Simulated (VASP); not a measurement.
# DyBe (P4/mmm) in VASP: relaxation of cell and atoms with PBE

Aim: the relaxation of cell and atoms of DyBe with PBE.

All numbers are computed with VASP 6.6.1; they aren't measurements. Logs are shortened: lines on timing, memory, paths and dates and some standing lists are left out, and cuts for length are marked.

**1. The cell of the first run**

The structure is tetragonal, space group P4/mmm (No. 123). The conventional cell has a = 3.450 Å, b = 3.450 Å, c = 6.830 Å, α = 90.00°, β = 90.00°, γ = 90.00°. Dy (site symmetry 4mm) has 4 Be at 2.54 Å and 1 Dy at 3.11 Å within 3.3 Å. Within 3.2 Å of Be (site symmetry mmm) lie 4 Be at 2.44 Å and 4 Dy at 2.54 Å.

The cell was generated, and may not be a known phase.

**2. Relaxation of cell and atoms, PBE**

INCAR reads:

```
SYSTEM = DyBe
PREC = Accurate ; ENCUT = 600
EDIFF = 1E-7 ; ISMEAR = 0
SIGMA = 0.2 ; LREAL = .False.
LASPH = .True. ; NELM = 200
ALGO = Normal ; ISIF = 3
LWAVE = .False. ; LCHARG = .False.
GGA = PE ; IBRION = 2
NSW = 36 ; EDIFFG = -0.08
GGA_COMPAT = .False. ; NELMIN = 4
LMAXMIX = 6
```

KPOINTS reads:

```
Automatic mesh
0
Gamma
  6 6 3
  0 0 0
```

POSCAR reads:

```
DyBe
1.0
    3.4501084400      0.0000000000      0.0000000000
    0.0000000000      3.4501084400      0.0000000000
    0.0000000000      0.0000000000      6.8298943800
Dy Be
2 2
Direct
    0.0000000000      0.0000000000      0.7723882100
    0.0000000000      0.0000000000      0.2276117900
    0.0000000000      0.5000000000      0.5000000000
    0.5000000000      0.0000000000      0.5000000000
```

Potentials or basis: VASP PAW PBE potentials, release 64 (Dy_3, Be), 4f in core.

Run with:

```bash
$ cat potpaw_PBE.64/Dy_3/POTCAR potpaw_PBE.64/Be/POTCAR > POTCAR
$ mpirun -np 1 vasp_std > vasp.out
```

OUTCAR:

```text
SYSTEM = DyBe
   PREC = Accurate
   ENCUT = 600
   EDIFF = 1E-7
   ISMEAR = 0
   LREAL = .False.
   LASPH = .True.
   NELM = 200
   ISIF = 3
   GGA = PE
   IBRION = 2
   NSW = 36
   EDIFFG = -0.08
   NELMIN = 4

 ion  position               nearest neighbor table
   1  0.000  0.000  0.772-   3 2.54   4 2.54   3 2.54   4 2.54   2 3.11   2 3.72
   2  0.000  0.000  0.228-   3 2.54   4 2.54   3 2.54   4 2.54   1 3.11   1 3.72
   3  0.000  0.500  0.500-   1 2.54   2 2.54   1 2.54   2 2.54
   4  0.500  0.000  0.500-   1 2.54   2 2.54   1 2.54   2 2.54

  LATTYP: Found a simple tetragonal cell.
 ALAT       =     3.4501084400
 C/A-ratio  =     1.9796173073

  Lattice vectors:

 A1 = (   3.4501084400,   0.0000000000,   0.0000000000)
 A2 = (   0.0000000000,   3.4501084400,   0.0000000000)
 A3 = (   0.0000000000,   0.0000000000,   6.8298943800)

Analysis of symmetry for initial positions (statically):
=====================================================================
 Subroutine PRICEL returns:
 Original cell was already a primitive cell.

 Routine SETGRP: Setting up the symmetry group for a
 simple tetragonal supercell.

 Subroutine GETGRP returns: Found 16 space group operations
 (whereof 16 operations were pure point group operations)
 out of a pool of 16 trial point group operations.

The static configuration has the point symmetry D_4h.

Analysis of symmetry for dynamics (positions and initial velocities):
=====================================================================
 Subroutine PRICEL returns:
 Original cell was already a primitive cell.

 Routine SETGRP: Setting up the symmetry group for a
 simple tetragonal supercell.

 Subroutine GETGRP returns: Found 16 space group operations
 (whereof 16 operations were pure point group operations)
 out of a pool of 16 trial point group operations.

The dynamic configuration has the point symmetry D_4h.

 Subroutine INISYM returns: Found 16 space group operations
 (whereof 16 operations are pure point group operations),
 and found     1 'primitive' translations

----------------------------------------------------------------------------------------

                                     Primitive cell

  volume of cell :      81.2979

  direct lattice vectors                    reciprocal lattice vectors
     3.450108440  0.000000000  0.000000000     0.289845962  0.000000000  0.000000000
     0.000000000  3.450108440  0.000000000     0.000000000  0.289845962  0.000000000
     0.000000000  0.000000000  6.829894380     0.000000000  0.000000000  0.146415149

  length of vectors
     3.450108440  3.450108440  6.829894380     0.289845962  0.289845962  0.146415149

  position of ions in fractional coordinates (direct lattice)
     0.000000000  0.000000000  0.772388210
     0.000000000  0.000000000  0.227611790
     0.000000000  0.500000000  0.500000000
     0.500000000  0.000000000  0.500000000

  ion indices of the primitive-cell ions
   primitive index   ion index
                 1           1
                 2           2
                 3           3
                 4           4

----------------------------------------------------------------------------------------

 KPOINTS: Automatic mesh

Automatic generation of k-mesh.
 Grid dimensions read from file:
 generate k-points for:    6    6    3

 Generating k-lattice:

  Cartesian coordinates                     Fractional coordinates (reciprocal lattice)
     0.048307660  0.000000000  0.000000000     0.166666667  0.000000000  0.000000000
     0.000000000  0.048307660  0.000000000     0.000000000  0.166666667  0.000000000
     0.000000000  0.000000000  0.048805050     0.000000000  0.000000000  0.333333333

  Length of vectors
     0.048307660  0.048307660  0.048805050

  Shift w.r.t. Gamma in fractional coordinates (k-lattice)
     0.000000000  0.000000000  0.000000000

 Subroutine IBZKPT returns following result:
 ===========================================

 Found     20 irreducible k-points:

 Following reciprocal coordinates:
            Coordinates               Weight
  0.000000  0.000000  0.000000      1.000000
  0.166667  0.000000  0.000000      4.000000
  0.333333  0.000000  0.000000      4.000000
  0.500000  0.000000  0.000000      2.000000
  0.166667  0.166667  0.000000      4.000000
  0.333333  0.166667  0.000000      8.000000
[... 12 lines left out ...]
  0.500000  0.333333  0.333333      8.000000
  0.500000  0.500000  0.333333      2.000000
   k-points           NKPTS =     20   k-points in BZ     NKDIM =     20   number of bands    NBANDS=     15
   number of dos      NEDOS =    301   number of ions     NIONS =      4
   total plane-waves  NPLWV =  43904
   dimension x,y,z NGX =    28 NGY =   28 NGZ =   56
   dimension x,y,z NGXF=    56 NGYF=   56 NGZF=  112
   ions per type =               2   2
   NGX,Y,Z   is equivalent  to a cutoff of  13.49, 13.49, 13.63 a.u.
   NGXF,Y,Z  is equivalent  to a cutoff of  26.98, 26.98, 27.26 a.u.
 SYSTEM =  DyBe
   PREC   = accura    normal or accurate (medium, high low for compatibility)
   ISTART =      0    job   : 0-new  1-cont  2-samecut
   ICHARG =      2    charge: 1-file 2-atom 10-const
   ISPIN  =      1    spin polarized calculation?
   LNONCOLLINEAR =      F non collinear calculations
   LSORBIT =      F    spin-orbit coupling
   LASPH  =      T    aspherical Exc in radial PAW
   ENCUT  =  600.0 eV  44.10 Ry    6.64 a.u.   6.89  6.89 13.64*2*pi/ulx,y,z
   NELM   =    200;   NELMIN=  4; NELMDL= -5     # of ELM steps
   EDIFF  = 0.1E-06   stopping-criterion for ELM
   LREAL  =      F    real-space projection
   EDIFFG = -.8E-01   stopping-criterion for IOM
   NSW    =     36    number of steps for IOM
   IBRION =      2    ionic relax: 0-MD 1-quasi-New 2-CG
   NFREE  =      1    steps in history (QN), initial steepest desc. (CG)
   ISIF   =      3    stress and relaxation
   ISYM   =      2    0-nonsym 1-usesym 2-fastsym
   POTIM  = 0.5000    time-step for ionic-motion
   TEBEG  =    0.0;   TEEND  =   0.0 temperature during run
   PSTRESS=    0.0 pullay stress
   NELECT =      22.0000    total number of electrons
   NUPDOWN=      -1.0000    fix difference up-down
   EMIN   =  10.00;   EMAX   =-10.00  energy-range for DOS
   EFERMI =   0.00;   METHOD = LEGACY
   ISMEAR =     0;   SIGMA  =   0.20  broadening in eV -4-tet -1-fermi 0-gaus
   EFERMI_NEDOS =   21; number of points for ismear=-14 and -15
   IALGO  =     38    algorithm
   IMIX   =      4    mixing-type and parameters
     AMIX     =   0.40;   BMIX     =  1.00
     AMIX_MAG =   1.60;   BMIX_MAG =  1.00
  volume/ion in A,a.u.               =      20.32       137.16
  Fermi-wavevector in a.u.,A,eV,Ry     =   1.058902  2.001035 15.255861  1.121274
  Thomas-Fermi vector in A             =   2.194228
   LORBIT       =      0    0 simple, 1 ext, 2 COOP (PROOUT), +10 PAW based schemes
   GGA     = PE    functional components
   LHFCALC =     F    Hartree Fock is set to
   AEXX    =    0.0000 exact exchange contribution
   IVDW    =     0    specifies the selected vdW correction
   LEPSILON=     F    determine dielectric tensor
   LRPA    =     F    only Hartree local field effects (RPA)
 conjugate gradient relaxation of ions
 non-spin polarized calculation
 Gauss-broadening in eV      SIGMA  =   0.20
  energy-cutoff  :      600.00
  volume of cell :       81.30
 maximum number of plane-waves:      2732
 NGX is ok and might be reduce to    28
   NGX = 13   NGY = 13   NGZ = 27

--------------------------------------- Ionic step        1  -------------------------------------------

 number of electron      22.0000003 magnetization

 Free energy of the ion-electron system (eV)
  ---------------------------------------------------
  ext. energy  EPLUGINS =         0.00000000
  ---------------------------------------------------
  free energy    TOTEN  =       -13.03994017 eV

  energy without entropy =      -12.95523808  energy(sigma->0) =      -12.99758913

------------------------ aborting loop because EDIFF is reached ----------------------------------------

  FORCE on cell =-STRESS in cart. coord.  units (eV):
  Direction    XX          YY          ZZ          XY          YZ          ZX
  --------------------------------------------------------------------------------------
  -------------------------------------------------------------------------------------
  Total        1.1385277      1.1385277     13.8435807      0.0000000      0.0000000     -0.0000000
  in kB       22.4375133     22.4375133    272.8220950      0.0000000      0.0000000     -0.0000000
  external PRESSURE =     105.8990405 kB  Pullay stress =       0.0000000 kB
[... 99 lines left out ...]
  energy  without entropy=      -14.1323007087  energy(sigma->0) =      -14.18134531

--------------------------------------- Ionic step        4  -------------------------------------------

 number of electron      21.9999999 magnetization

 E-fermi :   2.9498     XC(G=0):  -9.4881

 val. band max:        2.9297740709   @ k =   0.5000   0.0000   0.3333
 cond. band min:       2.9756033687   @ k =   0.3333   0.0000   0.0000
 fundamental gap:      0.0458292977
 Fermi energy:         2.9497788559

 k-point     1 :       0.0000    0.0000    0.0000
  band No.  band energies     occupation
      1     -20.6040      2.00000
      2     -20.2881      2.00000
      3     -20.1257      2.00000
      4     -20.1257      2.00000
      5     -20.0978      2.00000
      6     -20.0978      2.00000
      7      -3.8377      2.00000
      8      -0.5169      2.00000
      9       0.1500      2.00000
     10       2.5507      1.99523
     11       2.8139      1.66342
     12       2.8919      1.31775
     13       3.6892      0.00000
     14       4.0967      0.00000
     15       4.0967      0.00000
[... 489 lines left out ...]
  energy  without entropy=      -14.4646378753  energy(sigma->0) =      -14.49606825

--------------------------------------- Ionic step        8  -------------------------------------------

 number of electron      22.0000002 magnetization

 Free energy of the ion-electron system (eV)
  ---------------------------------------------------
  ext. energy  EPLUGINS =         0.00000000
  ---------------------------------------------------
  free energy    TOTEN  =       -14.52912296 eV

  energy without entropy =      -14.46714038  energy(sigma->0) =      -14.49813167

 E-fermi :   3.3378     XC(G=0):  -9.7430

 val. band max:        3.3024950041   @ k =   0.0000   0.0000   0.3333
 cond. band min:       3.3511945456   @ k =   0.3333   0.0000   0.0000
 fundamental gap:      0.0486995415
 Fermi energy:         3.3378286419

 k-point     1 :       0.0000    0.0000    0.0000
  band No.  band energies     occupation
      1     -20.1051      2.00000
      2     -19.8373      2.00000
      3     -19.5283      2.00000
      4     -19.5283      2.00000
      5     -19.5069      2.00000
      6     -19.5069      2.00000
      7      -3.8163      2.00000
      8      -0.4255      2.00000
      9       0.2810      2.00000
     10       2.8261      1.99970
     11       3.0295      1.97078
     12       3.1314      1.85568
     13       3.4507      0.42500
     14       4.8392      0.00000
     15       4.8392      0.00000
[... 371 lines left out ...]
  FREE ENERGIE OF THE ION-ELECTRON SYSTEM (eV)
  ---------------------------------------------------
  free  energy   TOTEN  =       -14.5291229637 eV

  energy  without entropy=      -14.4671403843  energy(sigma->0) =      -14.49813167

 reached required accuracy - stopping structural energy minimisation
```

It took 91 s on 1 thread of Intel Xeon 6975P-C (Granite Rapids), shared host; peak memory 0.23 GiB.

What came out:

- Free energy: -14.5291 eV
- Relaxed volume: 21.11 Å³/atom
- Relaxed cell: a = 3.213 Å, b = 3.213 Å, c = 8.177 Å, α = 90.00°, β = 90.00°, γ = 90.00°
- Space group after relaxing (to 0.1 Å): P4/mmm (No. 123)
- Energy gained by relaxing: 372.3 meV/atom
- Ionic steps: 8
- Pressure after relaxing: 0.0 GPa
- Largest force after relaxing: 0.074 eV/Å
- Band gap on the k mesh: zero (bands 11 and 12 overlap by 0.98 eV)

Forces in eV/Å, atoms in the order of the input:
```
Dy   0.000  0.000  0.074
Dy   0.000  0.000 -0.074
Be   0.000  0.000  0.000
Be   0.000  0.000  0.000
```

Step by step:
```tsv
step	energy change (eV)	largest force (eV/Å)	pressure (GPa)	volume (Å³)
1	0.0000	2.8490	10.59	81.30
2	-1.1598	0.5632	-4.59	97.49
3	-1.1904	0.2777	-3.20	94.90
4	-1.4085	0.1792	-2.07	90.21
5	-1.4812	0.0239	-0.93	86.61
6	-1.4874	0.0477	-0.45	85.32
7	-1.4876	0.0595	-0.38	85.13
8	-1.4892	0.0742	0.00	84.43
```

Final structure:
```
CELL_PARAMETERS angstrom
3.21338 0.00000 0.00000
0.00000 3.21338 0.00000
0.00000 0.00000 8.17677
ATOMIC_POSITIONS crystal
Dy 0.00000 0.00000 0.79006
Dy 0.00000 0.00000 0.20994
Be 0.00000 0.50000 0.50000
Be 0.50000 0.00000 0.50000
```

Caveat: a cell axis changed by over 15 % at a fixed basis, so the end point is rough; spin-orbit coupling is left out, which moves the levels of the heavy elements; the 4f electrons are frozen in the core, so they carry no moment and show no levels; the relaxation stopped at a loose force limit of 0.08 eV/Å, so its end isn't a converged minimum.

The gap in the log of VASP goes by the Fermi energy; the results here count the filled bands.